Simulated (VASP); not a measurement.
# Mg2B3 (P-6m2) in VASP: a series of runs

Runs on Mg2B3. Level: PBE. Tasks: relaxation of cell and atoms, single point.

Everything below comes from runs of VASP 6.6.1. Logs are shortened: lines on timing, memory, paths and dates and some standing lists are left out, and cuts for length are marked.

## 1. The cell of the first run

The structure is hexagonal, space group P-6m2 (No. 187). The conventional cell has a = 3.699 Å, b = 3.699 Å, c = 4.542 Å, α = 90.00°, β = 90.00°, γ = 120.00°. Within 3.0 Å of Mg (site symmetry -6m2) lie 8 B at 2.27 to 2.41 Å. Within 2.8 Å of Mg (site symmetry -6m2) lie 9 B at 2.14 to 2.43 Å. Within 2.9 Å of B (site symmetry 3m) lie 5 B at 2.23 to 2.43 Å and 6 Mg at 2.41 to 2.43 Å. B (site symmetry -6m2) has 5 Mg at 2.14 to 2.27 Å and 6 B at 2.43 Å within 2.8 Å.

## 2. Relaxation of cell and atoms, PBE

INCAR reads:

```
SYSTEM = Mg2B3
PREC = Accurate
ENCUT = 600
EDIFF = 1E-7
ISMEAR = 0
SIGMA = 0.1
LREAL = .False.
LASPH = .True.
NELM = 80
ALGO = Normal
ISIF = 3
LWAVE = .False.
LCHARG = .False.
GGA = PE
IBRION = 2
NSW = 90
EDIFFG = -0.04
```

KPOINTS reads:

```
Automatic mesh
0
Gamma
  6 6 4
  0 0 0
```

POSCAR reads:

```
Mg2B3
1.0
    3.6989590200      0.0000000000      0.0000000000
   -1.8494795100      3.2033924800      0.0000000000
    0.0000000000      0.0000000000      4.5421876500
Mg B
2 3
Direct
    0.6666666700      0.3333333300      0.5000000000
    0.3333333300      0.6666666700      0.0000000000
    0.0000000000      0.0000000000      0.7454000100
    0.0000000000      0.0000000000      0.2545999900
    0.6666666700      0.3333333300      0.0000000000
```

Potentials or basis: VASP PAW PBE potentials, release 64 (Mg, B).

Run with:

```sh
$ cat potpaw_PBE.64/Mg/POTCAR potpaw_PBE.64/B/POTCAR > POTCAR
$ mpirun -np 1 vasp_std > vasp.out
```

OUTCAR:

```text
SYSTEM = Mg2B3
   PREC = Accurate
   ENCUT = 600
   EDIFF = 1E-7
   ISMEAR = 0
   LREAL = .False.
   LASPH = .True.
   NELM = 80
   ISIF = 3
   GGA = PE
   IBRION = 2
   NSW = 90
   EDIFFG = -0.04

 ion  position               nearest neighbor table
   1  0.667  0.333  0.500-   5 2.27   5 2.27   3 2.41   4 2.41   3 2.41   4 2.41   3 2.41   4 2.41
                             2 3.12   2 3.12   2 3.12   2 3.12   2 3.12   2 3.12
   2  0.333  0.667  0.000-   5 2.14   5 2.14   5 2.14   3 2.43   4 2.43   4 2.43   3 2.43   4 2.43
                             3 2.43   1 3.12   1 3.12   1 3.12   1 3.12   1 3.12   1 3.12
   3  0.000  0.000  0.745-   1 2.41   1 2.41   1 2.41   2 2.43   2 2.43   2 2.43
   4  0.000  0.000  0.255-   1 2.41   1 2.41   1 2.41   2 2.43   2 2.43   2 2.43
   5  0.667  0.333  0.000-   2 2.14   2 2.14   2 2.14   1 2.27   1 2.27

  LATTYP: Found a hexagonal cell.
 ALAT       =     3.6989590200
 C/A-ratio  =     1.2279637664

  Lattice vectors:

 A1 = (   3.6989590200,   0.0000000000,   0.0000000000)
 A2 = (  -1.8494795100,   3.2033924800,   0.0000000000)
 A3 = (   0.0000000000,   0.0000000000,   4.5421876500)

Analysis of symmetry for initial positions (statically):
=====================================================================
 Subroutine PRICEL returns:
 Original cell was already a primitive cell.

 Routine SETGRP: Setting up the symmetry group for a
 hexagonal supercell.

 Subroutine GETGRP returns: Found 12 space group operations
 (whereof 12 operations were pure point group operations)
 out of a pool of 24 trial point group operations.

The static configuration has the point symmetry D_3h.

Analysis of symmetry for dynamics (positions and initial velocities):
=====================================================================
 Subroutine PRICEL returns:
 Original cell was already a primitive cell.

 Routine SETGRP: Setting up the symmetry group for a
 hexagonal supercell.

 Subroutine GETGRP returns: Found 12 space group operations
 (whereof 12 operations were pure point group operations)
 out of a pool of 24 trial point group operations.

The dynamic configuration has the point symmetry D_3h.

 Subroutine INISYM returns: Found 12 space group operations
 (whereof 12 operations are pure point group operations),
 and found     1 'primitive' translations

----------------------------------------------------------------------------------------

                                     Primitive cell

  volume of cell :      53.8214

  direct lattice vectors                    reciprocal lattice vectors
     3.698959020  0.000000000  0.000000000     0.270346331  0.156084527  0.000000000
[... 120 lines left out ...]
 non-spin polarized calculation
 Gauss-broadening in eV      SIGMA  =   0.10
  energy-cutoff  :      600.00
  volume of cell :       53.82
 maximum number of plane-waves:      1816
 NGX is ok and might be reduce to    30
   NGX = 15   NGY = 15   NGZ = 19

--------------------------------------- Ionic step        1  -------------------------------------------

 number of electron      13.0000000 magnetization

 Free energy of the ion-electron system (eV)
  ---------------------------------------------------
  ext. energy  EPLUGINS =         0.00000000
  ---------------------------------------------------
  free energy    TOTEN  =       -17.53743701 eV

  energy without entropy =      -17.52528298  energy(sigma->0) =      -17.53136000

------------------------ aborting loop because EDIFF is reached ----------------------------------------

  FORCE on cell =-STRESS in cart. coord.  units (eV):
  Direction    XX          YY          ZZ          XY          YZ          ZX
  --------------------------------------------------------------------------------------
  -------------------------------------------------------------------------------------
  Total        3.2940203      3.2940203      2.2595301      0.0000000     -0.0000000      0.0000000
  in kB       98.0577928     98.0577929     67.2626498      0.0000000     -0.0000000      0.0000000
  external PRESSURE =      87.7927452 kB  Pullay stress =       0.0000000 kB
[... 98 lines left out ...]
  FREE ENERGIE OF THE ION-ELECTRON SYSTEM (eV)
  ---------------------------------------------------
  free  energy   TOTEN  =       -17.7417420995 eV

  energy  without entropy=      -17.7352745607  energy(sigma->0) =      -17.73850833

 E-fermi :   3.7373     XC(G=0):  -9.9846

 val. band max:        3.6484639766   @ k =   0.1667   0.1667   0.2500
 cond. band min:       3.7477917102   @ k =   0.3333   0.0000   0.0000
 fundamental gap:      0.0993277336
 Fermi energy:         3.7372671660

 k-point     1 :       0.0000    0.0000    0.0000
  band No.  band energies     occupation
      1      -7.1224      2.00000
      2      -2.4889      2.00000
      3      -0.5629      2.00000
      4       1.8554      2.00000
      5       1.8554      2.00000
      6       4.2611      0.00000
      7       4.3126      0.00000
      8       4.3126      0.00000
      9       6.8024      0.00000
     10       8.1596      0.00000
[... 248 lines left out ...]
 k-point    21 :       0.3333    0.3333    0.5000
  band No.  band energies     occupation
      1      -4.7528      2.00000
      2      -2.9176      2.00000
      3      -1.8836      2.00000
      4      -0.7490      2.00000
      5       0.2399      2.00000
      6       0.2896      2.00000
      7       4.9900      0.00000
      8       5.9773      0.00000
      9       6.6409      0.00000
     10       8.4020      0.00000

[... ionic steps 4 to 13 ...]

--------------------------------------- Ionic step       14  -------------------------------------------

 number of electron      13.0000001 magnetization

------------------------ aborting loop because EDIFF is reached ----------------------------------------
[... 73 lines left out ...]
--------------------------------------- Ionic step       16  -------------------------------------------

 number of electron      13.0000000 magnetization

 Free energy of the ion-electron system (eV)
  ---------------------------------------------------
  ext. energy  EPLUGINS =         0.00000000
  ---------------------------------------------------
  free energy    TOTEN  =       -18.50765525 eV

  energy without entropy =      -18.50100823  energy(sigma->0) =      -18.50433174

 E-fermi :   3.8165     XC(G=0): -10.0944

 val. band max:        3.7571380253   @ k =   0.1667   0.1667   0.2500
 cond. band min:       3.9548488058   @ k =   0.1667   0.1667   0.5000
 fundamental gap:      0.1977107805
 Fermi energy:         3.8164677264

 k-point     1 :       0.0000    0.0000    0.0000
  band No.  band energies     occupation
      1      -7.0608      2.00000
      2      -2.4785      2.00000
      3      -0.9631      2.00000
      4       2.2903      2.00000
      5       2.2903      2.00000
      6       4.6799      0.00000
      7       4.6799      0.00000
      8       4.9282      0.00000
      9       7.2524      0.00000
     10       7.9682      0.00000
[... 290 lines left out ...]
  FREE ENERGIE OF THE ION-ELECTRON SYSTEM (eV)
  ---------------------------------------------------
  free  energy   TOTEN  =       -18.5076552535 eV

  energy  without entropy=      -18.5010082327  energy(sigma->0) =      -18.50433174

 reached required accuracy - stopping structural energy minimisation
```

Run time: 74 s. Hardware: 1 thread of Intel Xeon 6975P-C (Granite Rapids), shared host; peak memory 0.19 GiB.

Results:

```
Free energy                            : -18.5077 eV
Relaxed volume                         : 12.28 Å³/atom
Relaxed cell                           : a = 3.894 Å, b = 3.894 Å, c = 4.675 Å, α = 90.00°, β = 90.00°, γ = 120.00°
Space group after relaxing (to 0.05 Å) : P-6m2 (No. 187)
Energy gained by relaxing              : 194.0 meV/atom
Ionic steps                            : 16
Pressure after relaxing                : -0.4 GPa
Largest force after relaxing           : 0.025 eV/Å
```

Forces in eV/Å, atoms in the order of the input:
```
Mg   0.000  0.000  0.000
Mg   0.000  0.000  0.000
B    0.000  0.000 -0.025
B    0.000  0.000  0.025
B    0.000  0.000  0.000
```

Step by step:
```tsv
step	energy change (eV)	largest force (eV/Å)	pressure (GPa)	volume (Å³)
1	0.0000	0.7804	8.78	53.82
2	-0.1912	0.9922	-0.30	58.55
3	-0.2043	1.0544	-2.79	60.27
4	-0.3981	1.5398	-3.51	60.95
5	-0.7787	1.4850	0.33	62.91
6	-0.7035	1.7858	-3.92	61.79
7	-0.8588	0.8880	-2.70	62.36
8	-0.8678	0.2226	-1.79	62.56
9	-0.8689	0.4268	-2.06	62.51
10	-0.7509	3.2696	4.74	61.11
11	-0.9047	0.5805	-0.05	62.01
12	-0.9524	0.0674	-0.14	61.28
13	-0.9692	0.1269	-0.30	61.55
14	-0.9692	0.1348	-0.30	61.56
15	-0.9702	0.0405	-0.37	61.36
16	-0.9702	0.0249	-0.37	61.38
```

Final structure:
```yaml
crystal:
  lattice:
    - [3.89361, 0.00000, 0.00000]
    - [-1.94680, 3.37196, 0.00000]
    - [0.00000, 0.00000, 4.67484]
  atoms:
    - { symbol: Mg, position: [0.66667, 0.33333, 0.50000] }
    - { symbol: Mg, position: [0.33333, 0.66667, 0.00000] }
    - { symbol: B, position: [0.00000, 0.00000, 0.67397] }
    - { symbol: B, position: [0.00000, 0.00000, 0.32603] }
    - { symbol: B, position: [0.66667, 0.33333, 0.00000] }
```

## 3. Single point, PBE

This run uses another cell than the first one, of 12.24 Å³/atom, 1.137 times its volume.

INCAR reads:

```
PREC     = Accurate       # precision mode
ENCUT    = 520            # plane-wave cutoff, eV
EDIFF    = 1E-7           # SCF threshold, eV
ISMEAR   = 0              # smearing method
SIGMA    = 0.1            # smearing width, eV
LREAL    = False          # projectors in reciprocal space
LASPH    = True           # aspherical terms in the spheres
NELM     = 80             # most SCF steps
ALGO     = Normal         # electronic algorithm
ISIF     = 2              # what is computed and relaxed
LWAVE    = False          # write WAVECAR
LCHARG   = False          # write CHGCAR
GGA      = PE             # functional
NBANDS   = 14             # bands
```

KPOINTS reads:

```
Automatic mesh
0
Gamma
  12 12 8
```

POSCAR reads:

```
Mg2B3
1.0
    3.8941083646      0.0000000000      0.0000000000
   -1.9470541823      3.3723967688      0.0000000000
    0.0000000000      0.0000000000      4.6607380729
Mg B
2 3
Direct
    0.6666666667      0.3333333333      0.5000000000
    0.3333333333      0.6666666667      0.0000000000
    0.0000000000      0.0000000000      0.6741502338
    0.0000000000      0.0000000000      0.3258497662
    0.6666666667      0.3333333333      0.0000000000
```

Potentials or basis: VASP PAW PBE potentials, release 64 (Mg, B).

Run with:

```sh
$ cat potpaw_PBE.64/Mg/POTCAR potpaw_PBE.64/B/POTCAR > POTCAR
$ mpirun -np 1 vasp_std > vasp.out
```

OUTCAR:

```text
PREC = Accurate
   ENCUT = 520
   EDIFF = 1E-7
   ISMEAR = 0
   LREAL = False
   LASPH = True
   NELM = 80
   ISIF = 2
   GGA = PE

 ion  position               nearest neighbor table
   1  0.667  0.333  0.500-   5 2.33   5 2.33   3 2.39   4 2.39   3 2.39   4 2.39   3 2.39   4 2.39
                             2 3.24   2 3.24   2 3.24   2 3.24   2 3.24   2 3.24
   2  0.333  0.667  0.000-   5 2.25   5 2.25   5 2.25   3 2.71   4 2.71   4 2.71   3 2.71   4 2.71
                             3 2.71   1 3.24   1 3.24   1 3.24   1 3.24   1 3.24   1 3.24
   3  0.000  0.000  0.674-   4 1.62   1 2.39   1 2.39   1 2.39   2 2.71   2 2.71   2 2.71
   4  0.000  0.000  0.326-   3 1.62   1 2.39   1 2.39   1 2.39   2 2.71   2 2.71   2 2.71
   5  0.667  0.333  0.000-   2 2.25   2 2.25   2 2.25   1 2.33   1 2.33

  LATTYP: Found a hexagonal cell.
 ALAT       =     3.8941083646
 C/A-ratio  =     1.1968691255

  Lattice vectors:

 A1 = (   3.8941083646,   0.0000000000,   0.0000000000)
 A2 = (  -1.9470541823,   3.3723967688,   0.0000000000)
 A3 = (   0.0000000000,   0.0000000000,   4.6607380729)

Analysis of symmetry for initial positions (statically):
=====================================================================
 Subroutine PRICEL returns:
 Original cell was already a primitive cell.
[... 579 lines left out ...]
      3      -0.7814      2.00000
      4       0.8829      2.00000
      5       1.3043      2.00000
      6       2.3832      2.00000
      7       4.1566      0.00042
      8       5.1796      0.00000
      9       6.0384      0.00000
     10       7.6318      0.00000
     11       8.0498      0.00000
     12       9.2975      0.00000
     13      11.3541      0.00000
     14      12.9563      0.00000

 [... further k-points ...]

------------------------ aborting loop because EDIFF is reached ----------------------------------------

  FORCE on cell =-STRESS in cart. coord.  units (eV):
  Direction    XX          YY          ZZ          XY          YZ          ZX
  --------------------------------------------------------------------------------------
  -------------------------------------------------------------------------------------
  Total       -0.0498187     -0.0498187     -0.0359671      0.0000000     -0.0000000      0.0000000
  in kB       -1.3040720     -1.3040720     -0.9414879      0.0000000     -0.0000000      0.0000000
  external PRESSURE =      -1.1832106 kB  Pullay stress =       0.0000000 kB

 VOLUME and BASIS-vectors are now :
 -----------------------------------------------------------------------------
  energy-cutoff  :      520.00
  volume of cell :       61.21
      direct lattice vectors                 reciprocal lattice vectors
     3.894108365  0.000000000  0.000000000     0.256798195  0.148262507  0.000000000
    -1.947054182  3.372396769  0.000000000     0.000000000  0.296525014  0.000000000
     0.000000000  0.000000000  4.660738073     0.000000000  0.000000000  0.214558292

 POSITION                                       TOTAL-FORCE (eV/Angst)
 -----------------------------------------------------------------------------------
      1.94705      1.12413      2.33037        -0.000000      0.000000      0.000000
     -0.00000      2.24826      0.00000         0.000000     -0.000000      0.000000
      0.00000      0.00000      3.14204         0.000000      0.000000      0.014965
      0.00000      0.00000      1.51870         0.000000      0.000000     -0.014965
      1.94705      1.12413      0.00000         0.000000      0.000000      0.000000
 -----------------------------------------------------------------------------------
    total drift:                               -0.000001      0.000000      0.000000

  FREE ENERGIE OF THE ION-ELECTRON SYSTEM (eV)
  ---------------------------------------------------
  free  energy   TOTEN  =       -18.4451762483 eV

  energy  without entropy=      -18.4379294573  energy(sigma->0) =      -18.44155285
```

OSZICAR:

```text
N       E                     dE             d eps       ncg     rms          rms(c)
DAV:   1     0.167309683293E+02    0.16731E+02   -0.48965E+03  2660   0.732E+02
DAV:   2    -0.182111366572E+02   -0.34942E+02   -0.32412E+02  3556   0.120E+02
DAV:   3    -0.198048792069E+02   -0.15937E+01   -0.15754E+01  3398   0.228E+01
DAV:   4    -0.198146783564E+02   -0.97991E-02   -0.97970E-02  3170   0.206E+00
DAV:   5    -0.198147607775E+02   -0.82421E-04   -0.82419E-04  3488   0.199E-01    0.485E+00
DAV:   6    -0.186685879160E+02    0.11462E+01   -0.20938E+00  2876   0.713E+00    0.234E+00
DAV:   7    -0.184659231222E+02    0.20266E+00   -0.63956E-01  3230   0.401E+00    0.103E+00
DAV:   8    -0.184462588629E+02    0.19664E-01   -0.95827E-02  3212   0.166E+00    0.466E-01
DAV:   9    -0.184454019943E+02    0.85687E-03   -0.11854E-02  3158   0.719E-01    0.935E-02
DAV:  10    -0.184451751601E+02    0.22683E-03   -0.66786E-04  3356   0.141E-01    0.436E-02
DAV:  11    -0.184451756681E+02   -0.50803E-06   -0.21477E-04  3248   0.782E-02    0.135E-02
DAV:  12    -0.184451763801E+02   -0.71192E-06   -0.14736E-05  3206   0.236E-02    0.369E-03
DAV:  13    -0.184451762723E+02    0.10779E-06   -0.11183E-06  3386   0.589E-03    0.117E-03
DAV:  14    -0.184451762483E+02    0.23977E-07   -0.85666E-08  2206   0.167E-03
   1 F= -.18445176E+02 E0= -.18441553E+02  d E =-.724679E-02
```

It took 31 s on 1 thread of Intel Xeon 6975P-C (Granite Rapids), shared host; peak memory 0.22 GiB.

Results:

```
Free energy   : -18.4452 eV
Pressure      : -0.1 GPa
Largest force : 0.015 eV/Å
```

Forces on the atoms (eV/Å):
```
Mg   0.000  0.000  0.000
Mg   0.000  0.000  0.000
B    0.000  0.000  0.015
B    0.000  0.000 -0.015
B    0.000  0.000  0.000
```

[end of part 1 of 2]
